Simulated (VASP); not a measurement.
Input of a VASP 6.6.1 run:

The input INCAR:

```
SYSTEM = SiNi
ALGO     = Normal         ! electronic algorithm
EDIFF    = 1E-6           ! SCF threshold, eV
ENCUT    = 690            ! plane-wave cutoff, eV
GGA      = PE             ! functional
GGA_COMPAT= .FALSE.      
ISIF     = 2              ! what is computed and relaxed
ISMEAR   = -1             ! smearing method
LASPH    = .TRUE.         ! aspherical terms in the spheres
LCHARG   = .TRUE.         ! write CHGCAR
LELF     = .TRUE.         ! ELF
LREAL    = .FALSE.        ! projectors in reciprocal space
LVHAR    = .TRUE.       
LWAVE    = .FALSE.        ! write WAVECAR
NBANDS   = 18             ! bands
NELM     = 120            ! most SCF steps
PREC     = Accurate       ! precision mode
SIGMA    = 0.1            ! smearing width, eV
```

Contents of KPOINTS:

```
k-points
0
G
  14 14 13
  0 0 0
```

The input POSCAR:

```
SiNi
1.0
    3.3952366737      0.0000000000      0.0000000000
   -1.6976183368      2.9403612113      0.0000000000
    0.0000000000      0.0000000000      2.4657203203
Ni Si
1 1
Direct
    0.0000000000      0.0000000000      0.0000000000
    0.3333333333      0.6666666667      0.5000000000
```

Potentials or basis: VASP PAW PBE potentials, release 64 (Ni_sv_GW, Si).

Launch:

```console
$ cat potpaw_PBE.64/Ni_sv_GW/POTCAR potpaw_PBE.64/Si/POTCAR > POTCAR
$ mpirun -np 1 vasp_std > vasp.out
```

Task: What does it give for the band gap on the k mesh?

Result: Zero (bands 11 and 12 overlap by 5.19 eV).

Task: What does it give for the pressure?

Result: 10.6 GPa.

Stress tensor (GPa, compression positive):
```
10.64  0.00  0.00
 0.00 10.64  0.00
 0.00  0.00 10.53
```

Caveat: the cell stands under pressure. Spin polarisation is off, so any magnetic state and its effect on volume and gap are missing.
